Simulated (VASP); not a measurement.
# Cu (I4/mmm) in VASP: a series of runs

The runs below take Cu through single point, with PBEsol.

All numbers are computed with VASP 6.6.1; they aren't measurements. Logs are shortened: lines on timing, memory, paths and dates and some standing lists are left out, and cuts for length are marked.

### 1 The cell of the first run

It takes space group I4/mmm (No. 139, tetragonal). Conventional cell: a = 2.842 Å, b = 2.842 Å, c = 2.752 Å, α = 90.00°, β = 90.00°, γ = 90.00°. Cu (site symmetry 4/mmm) has 14 Cu at 2.44 to 2.84 Å within 3.2 Å.

### 2 Single point, PBEsol (strain -0.015 along x and y, +0.000 along z)

INCAR

```
SYSTEM = Cu
ALGO = Normal
EDIFF = 1E-7
ENCUT = 520
GGA = PS
ISIF = 2
ISMEAR = 0
LASPH = .True.
LCHARG = .False.
LREAL = .False.
LWAVE = .False.
NBANDS = 12
NELM = 100
PREC = Accurate
SIGMA = 0.15
```

KPOINTS

```
k-points
0
Gamma
  24 24 24
  0 0 0
```

POSCAR

```
Cu
1.0
   -1.4211514202      1.4211514202      1.3760814500
    1.4211514202     -1.4211514202      1.3760814500
    1.4211514202      1.4211514202     -1.3760814500
Cu
1
Direct
    0.0000000000      0.0000000000      0.0000000000
```

Potentials or basis: VASP PAW PBE potentials, release 64 (Cu).

Launch:

```
cat potpaw_PBE.64/Cu/POTCAR > POTCAR
mpirun -np 1 vasp_std > vasp.out
```

OUTCAR:

```text
SYSTEM = Cu
   EDIFF = 1E-7
   ENCUT = 520
   GGA = PS
   ISIF = 2
   ISMEAR = 0
   LASPH = .True.
   LREAL = .False.
   NELM = 100
   PREC = Accurate

 ion  position               nearest neighbor table
   1  0.000  0.000  0.000-

  LATTYP: Found a body centered tetragonal cell.
 ALAT       =     2.8423028404
 C/A-ratio  =     0.9682862997

  Lattice vectors:

 A1 = (  -1.4211514202,   1.4211514202,   1.3760814500)
 A2 = (   1.4211514202,  -1.4211514202,   1.3760814500)
 A3 = (   1.4211514202,   1.4211514202,  -1.3760814500)

Analysis of symmetry for initial positions (statically):
=====================================================================
 Subroutine PRICEL returns:
 Original cell was already a primitive cell.

 Routine SETGRP: Setting up the symmetry group for a
 body centered tetragonal supercell.

 Subroutine GETGRP returns: Found 16 space group operations
 (whereof 16 operations were pure point group operations)
 out of a pool of 16 trial point group operations.

The static configuration has the point symmetry D_4h.

Analysis of symmetry for dynamics (positions and initial velocities):
=====================================================================
 Subroutine PRICEL returns:
 Original cell was already a primitive cell.

 Routine SETGRP: Setting up the symmetry group for a
 body centered tetragonal supercell.

 Subroutine GETGRP returns: Found 16 space group operations
 (whereof 16 operations were pure point group operations)
 out of a pool of 16 trial point group operations.

The dynamic configuration has the point symmetry D_4h.

 Subroutine INISYM returns: Found 16 space group operations
 (whereof 16 operations are pure point group operations),
 and found     1 'primitive' translations

----------------------------------------------------------------------------------------

                                     Primitive cell

  volume of cell :      11.1169

  direct lattice vectors                    reciprocal lattice vectors
    -1.421151420  1.421151420  1.376081450     0.000000000  0.351827394  0.363350585
     1.421151420 -1.421151420  1.376081450     0.351827394  0.000000000  0.363350585
     1.421151420  1.421151420 -1.376081450     0.351827394  0.351827394  0.000000000

  length of vectors
     2.435763304  2.435763304  2.435763304     0.505772837  0.505772837  0.497559072

  position of ions in fractional coordinates (direct lattice)
[... 78 lines left out ...]
   LREAL  =      F    real-space projection
   EDIFFG = 0.1E-05   stopping-criterion for IOM
   NSW    =      0    number of steps for IOM
   IBRION =     -1    ionic relax: 0-MD 1-quasi-New 2-CG
   NFREE  =      0    steps in history (QN), initial steepest desc. (CG)
   ISIF   =      2    stress and relaxation
   ISYM   =      2    0-nonsym 1-usesym 2-fastsym
   POTIM  = 0.5000    time-step for ionic-motion
   TEBEG  =    0.0;   TEEND  =   0.0 temperature during run
   PSTRESS=    0.0 pullay stress
   NELECT =      11.0000    total number of electrons
   NUPDOWN=      -1.0000    fix difference up-down
   EMIN   =  10.00;   EMAX   =-10.00  energy-range for DOS
   EFERMI =   0.00;   METHOD = LEGACY
   ISMEAR =     0;   SIGMA  =   0.15  broadening in eV -4-tet -1-fermi 0-gaus
   EFERMI_NEDOS =   21; number of points for ismear=-14 and -15
   IALGO  =     38    algorithm
   IMIX   =      4    mixing-type and parameters
     AMIX     =   0.40;   BMIX     =  1.00
     AMIX_MAG =   1.60;   BMIX_MAG =  1.00
  volume/ion in A,a.u.               =      11.12        75.02
  Fermi-wavevector in a.u.,A,eV,Ry     =   1.631339  3.082783 36.208717  2.661266
  Thomas-Fermi vector in A             =   2.723491
   LORBIT       =      0    0 simple, 1 ext, 2 COOP (PROOUT), +10 PAW based schemes
   GGA     = PS    functional components
   LHFCALC =     F    Hartree Fock is set to
   AEXX    =    0.0000 exact exchange contribution
   IVDW    =     0    specifies the selected vdW correction
   LEPSILON=     F    determine dielectric tensor
   LRPA    =     F    only Hartree local field effects (RPA)
 non-spin polarized calculation
 Gauss-broadening in eV      SIGMA  =   0.15
  energy-cutoff  :      520.00
  volume of cell :       11.12
 maximum number of plane-waves:       321
   NGX =  9   NGY =  9   NGZ =  9

 number of electron      11.0000006 magnetization

 Free energy of the ion-electron system (eV)
  ---------------------------------------------------
  ext. energy  EPLUGINS =         0.00000000
  ---------------------------------------------------
  free energy    TOTEN  =        -4.26760069 eV

  energy without entropy =       -4.26331534  energy(sigma->0) =       -4.26545801

 E-fermi :   8.1735     XC(G=0): -13.2665

 val. band max:        8.1549320098   @ k =   0.5000   0.2917   0.0833
 cond. band min:       8.1822946523   @ k =   0.5000   0.2500   0.1250
 fundamental gap:      0.0273626425
 Fermi energy:         8.1735055211

 k-point     1 :       0.0000    0.0000    0.0000
  band No.  band energies     occupation
      1      -1.6832      2.00000
      2       4.7784      2.00000
      3       4.9173      2.00000
      4       4.9173      2.00000
      5       5.9056      2.00000
      6       6.0525      2.00000
      7      33.5036      0.00000
      8      33.5036      0.00000
      9      34.3212      0.00000
     10      37.7302      0.00000
     11      37.8068      0.00000
     12      37.8068      0.00000
[... 331 lines left out ...]
 k-point    24 :       0.4583    0.0417    0.0000
  band No.  band energies     occupation
      1       2.8041      2.00000
      2       4.0380      2.00000
      3       5.9332      2.00000
      4       6.0994      2.00000
      5       6.6019      2.00000
      6       7.6903      1.99999
      7      13.1052      0.00000
      8      25.2589      0.00000
      9      26.0107      0.00000
     10      30.4853      0.00000
     11      33.6636      0.00000
     12      42.5004      0.00000

 [... further k-points ...]
[... 5 lines left out ...]
  --------------------------------------------------------------------------------------
  -------------------------------------------------------------------------------------
  Total        0.3082455      0.3082455      0.3049459      0.0000000      0.0000000     -0.0000000
  in kB       44.4244919     44.4244919     43.9489563      0.0000000      0.0000000     -0.0000000
  external PRESSURE =      44.2659800 kB  Pullay stress =       0.0000000 kB

 VOLUME and BASIS-vectors are now :
 -----------------------------------------------------------------------------
  energy-cutoff  :      520.00
  volume of cell :       11.12
      direct lattice vectors                 reciprocal lattice vectors
    -1.421151420  1.421151420  1.376081450     0.000000000  0.351827394  0.363350585
     1.421151420 -1.421151420  1.376081450     0.351827394  0.000000000  0.363350585
     1.421151420  1.421151420 -1.376081450     0.351827394  0.351827394  0.000000000

 POSITION                                       TOTAL-FORCE (eV/Angst)
 -----------------------------------------------------------------------------------
      0.00000      0.00000      0.00000         0.000000     -0.000000     -0.000000
 -----------------------------------------------------------------------------------
    total drift:                                0.000000      0.000000      0.000000

  FREE ENERGIE OF THE ION-ELECTRON SYSTEM (eV)
  ---------------------------------------------------
  free  energy   TOTEN  =        -4.2676006895 eV

  energy  without entropy=       -4.2633153389  energy(sigma->0) =       -4.26545801
```

OSZICAR:

```text
N       E                     dE             d eps       ncg     rms          rms(c)
DAV:   1     0.419092915829E+02    0.41909E+02   -0.54430E+03 28664   0.157E+03
DAV:   2    -0.405227461913E+01   -0.45962E+02   -0.42390E+02 26300   0.207E+02
DAV:   3    -0.535542290571E+01   -0.13031E+01   -0.12940E+01 29420   0.396E+01
DAV:   4    -0.536298487539E+01   -0.75620E-02   -0.75608E-02 28716   0.268E+00
DAV:   5    -0.536305149532E+01   -0.66620E-04   -0.66619E-04 29660   0.255E-01    0.832E+00
DAV:   6    -0.465678199868E+01    0.70627E+00   -0.15692E+01 29652   0.769E+01    0.390E+00
DAV:   7    -0.428442288034E+01    0.37236E+00   -0.23410E+00 29968   0.294E+01    0.680E-01
DAV:   8    -0.426851556266E+01    0.15907E-01   -0.76403E-03 33312   0.864E-01    0.218E-01
DAV:   9    -0.426759057505E+01    0.92499E-03   -0.44252E-03 33144   0.112E+00    0.205E-02
DAV:  10    -0.426760026882E+01   -0.96938E-05   -0.28491E-05 34144   0.821E-02    0.604E-03
DAV:  11    -0.426760059803E+01   -0.32921E-06   -0.64751E-07 31224   0.162E-02    0.285E-04
DAV:  12    -0.426760068949E+01   -0.91467E-07   -0.12491E-08 16148   0.116E-03
   1 F= -.42676007E+01 E0= -.42654580E+01  d E =-.428535E-02
```

stdout:

```text
POSCAR found type information on POSCAR Cu
 POSCAR found :  1 types and       1 ions
 scaLAPACK will be used
 -----------------------------------------------------------------------------
|                                                                             |
|                                                                             |
|     You enforced a specific xc type in the INCAR file but a different       |
|     I HOPE YOU KNOW WHAT YOU ARE DOING!                                     |
|                                                                             |
 -----------------------------------------------------------------------------

 LDA part: xc-table for (Slater+PW92), standard interpolation
 POSCAR, INCAR and KPOINTS ok, starting setup
 FFT: planning ... GRIDC
 FFT: planning ... GRID_SOFT
 FFT: planning ... GRID
 WAVECAR not read
 entering main loop
```

It took 61 s on 1 thread of Intel Xeon Platinum 8559C (Emerald Rapids), shared host; peak memory 0.24 GiB.

Results:

```yaml
Free_energy: -4.2676 eV
Pressure: 4.4 GPa
```

Caveat: the cell differs from its parent crystal (strain -0.015 along x and y, +0.000 along z); the PAW data sets were made with another functional, which shifts forces and pressure a little.

### 3 Single point, PBEsol (strain +0.000 along x and y, -0.015 along z)

INCAR

```
SYSTEM = Cu
PREC     = Accurate       ! precision mode
ENCUT    = 520            ! plane-wave cutoff, eV
EDIFF    = 1E-7           ! SCF threshold, eV
ISMEAR   = 0              ! smearing method
SIGMA    = 0.15           ! smearing width, eV
LREAL    = .FALSE.        ! projectors in reciprocal space
LASPH    = .TRUE.         ! aspherical terms in the spheres
NELM     = 60             ! most SCF steps
ALGO     = Fast           ! electronic algorithm
ISIF     = 2              ! what is computed and relaxed
LWAVE    = .FALSE.        ! write WAVECAR
LCHARG   = .TRUE.         ! write CHGCAR
GGA      = PS             ! functional
LELF     = .TRUE.         ! ELF
LVHAR    = .TRUE.       
NBANDS   = 12             ! bands
```

KPOINTS

```
Automatic mesh
0
G
  24 24 24
  0 0 0
```

POSCAR

```
Cu
1.0
   -1.4427933200      1.4427933200      1.3554402282
    1.4427933200     -1.4427933200      1.3554402282
    1.4427933200      1.4427933200     -1.3554402282
Cu
1
Direct
    0.0000000000      0.0000000000      0.0000000000
```

Potentials or basis: VASP PAW PBE potentials, release 64 (Cu).

Launch:

```
cat potpaw_PBE.64/Cu/POTCAR > POTCAR
mpirun -np 1 vasp_std > vasp.out
```

OUTCAR:

```text
SYSTEM = Cu
   PREC = Accurate
   ENCUT = 520
   EDIFF = 1E-7
   ISMEAR = 0
   LREAL = .FALSE.
   LASPH = .TRUE.
   NELM = 60
   ISIF = 2
   GGA = PS

 ion  position               nearest neighbor table
   1  0.000  0.000  0.000-

  LATTYP: Found a body centered tetragonal cell.
 ALAT       =     2.8855866400
 C/A-ratio  =     0.9394555751

  Lattice vectors:

 A1 = (  -1.4427933200,   1.4427933200,   1.3554402282)
 A2 = (   1.4427933200,  -1.4427933200,   1.3554402282)
 A3 = (   1.4427933200,   1.4427933200,  -1.3554402282)

Analysis of symmetry for initial positions (statically):
=====================================================================
 Subroutine PRICEL returns:
 Original cell was already a primitive cell.

 Routine SETGRP: Setting up the symmetry group for a
 body centered tetragonal supercell.

 Subroutine GETGRP returns: Found 16 space group operations
 (whereof 16 operations were pure point group operations)
 out of a pool of 16 trial point group operations.

The static configuration has the point symmetry D_4h.

Analysis of symmetry for dynamics (positions and initial velocities):
[... 161 lines left out ...]
 cond. band min:       7.9844022793   @ k =   0.5000   0.2083   0.1250
 fundamental gap:      0.0240207296
 Fermi energy:         7.9752224631

 k-point     1 :       0.0000    0.0000    0.0000
  band No.  band energies     occupation
      1      -1.7608      2.00000
      2       4.5546      2.00000
      3       4.8232      2.00000
      4       4.8232      2.00000
      5       5.6512      2.00000
      6       5.9370      2.00000
      7      32.7757      0.00000
      8      32.7757      0.00000
      9      34.4974      0.00000
     10      36.9788      0.00000
     11      37.1673      0.00000
     12      37.2026      0.00000
[... 331 lines left out ...]
 k-point    24 :       0.4583    0.0417    0.0000
  band No.  band energies     occupation
      1       2.7083      2.00000
      2       3.8658      2.00000
      3       5.7472      2.00000
      4       6.0057      2.00000
      5       6.4356      2.00000
      6       7.5958      1.99965
      7      12.9440      0.00000
      8      24.6898      0.00000
      9      25.3869      0.00000
     10      29.8592      0.00000
     11      32.9537      0.00000
     12      41.7357      0.00000

 [... further k-points ...]
[... 5 lines left out ...]
  --------------------------------------------------------------------------------------
  -------------------------------------------------------------------------------------
  Total        0.1631797      0.1631797      0.1725884      0.0000000      0.0000000      0.0000000
  in kB       23.1647820     23.1647820     24.5004171      0.0000000      0.0000000      0.0000000
  external PRESSURE =      23.6099937 kB  Pullay stress =       0.0000000 kB

 VOLUME and BASIS-vectors are now :
 -----------------------------------------------------------------------------
  energy-cutoff  :      520.00
  volume of cell :       11.29
      direct lattice vectors                 reciprocal lattice vectors
    -1.442793320  1.442793320  1.355440228     0.000000000  0.346549983  0.368883843
     1.442793320 -1.442793320  1.355440228     0.346549983  0.000000000  0.368883843
     1.442793320  1.442793320 -1.355440228     0.346549983  0.346549983  0.000000000

 POSITION                                       TOTAL-FORCE (eV/Angst)
 -----------------------------------------------------------------------------------
      0.00000      0.00000      0.00000         0.000000      0.000000      0.000000
 -----------------------------------------------------------------------------------
    total drift:                                0.000000      0.000000     -0.000000

  FREE ENERGIE OF THE ION-ELECTRON SYSTEM (eV)
  ---------------------------------------------------
  free  energy   TOTEN  =        -4.2710397019 eV

  energy  without entropy=       -4.2667563806  energy(sigma->0) =       -4.26889804
```

stdout:

```text
POSCAR found type information on POSCAR Cu
 POSCAR found :  1 types and       1 ions
 scaLAPACK will be used
 -----------------------------------------------------------------------------
|                                                                             |
|                                                                             |
|     You enforced a specific xc type in the INCAR file but a different       |
|     I HOPE YOU KNOW WHAT YOU ARE DOING!                                     |
|                                                                             |
 -----------------------------------------------------------------------------

 LDA part: xc-table for (Slater+PW92), standard interpolation
 POSCAR, INCAR and KPOINTS ok, starting setup
 FFT: planning ... GRIDC
 FFT: planning ... GRID_SOFT
 FFT: planning ... GRID
 WAVECAR not read
 entering main loop
WARNING in EDDRMM: call to ZHEGV failed, returncode =   6  3      9
WARNING in EDDRMM: call to ZHEGV failed, returncode =   6  3      7
WARNING in EDDRMM: call to ZHEGV failed, returncode =   6  3      9
WARNING in EDDRMM: call to ZHEGV failed, returncode =   6  3      7
WARNING in EDDRMM: call to ZHEGV failed, returncode =   6  3      9
WARNING in EDDRMM: call to ZHEGV failed, returncode =   6  3      7
WARNING in EDDRMM: call to ZHEGV failed, returncode =   6  3      9
WARNING in EDDRMM: call to ZHEGV failed, returncode =   6  3      9
WARNING in EDDRMM: call to ZHEGV failed, returncode =   6  3      9
WARNING in EDDRMM: call to ZHEGV failed, returncode =   6  3      9
```

Run time: 94 s. Hardware: 1 thread of Intel Xeon Platinum 8559C (Emerald Rapids), shared host; peak memory 0.24 GiB.

Results:

* Free energy: -4.2710 eV
* Pressure: 2.4 GPa

Stress tensor (GPa, compression positive):
```
2.32 0.00 0.00
0.00 2.32 0.00
0.00 0.00 2.45
```

Caveat: the cell differs from its parent crystal (strain +0.000 along x and y, -0.015 along z); the PAW data sets were made with another functional, which shifts forces and pressure a little.
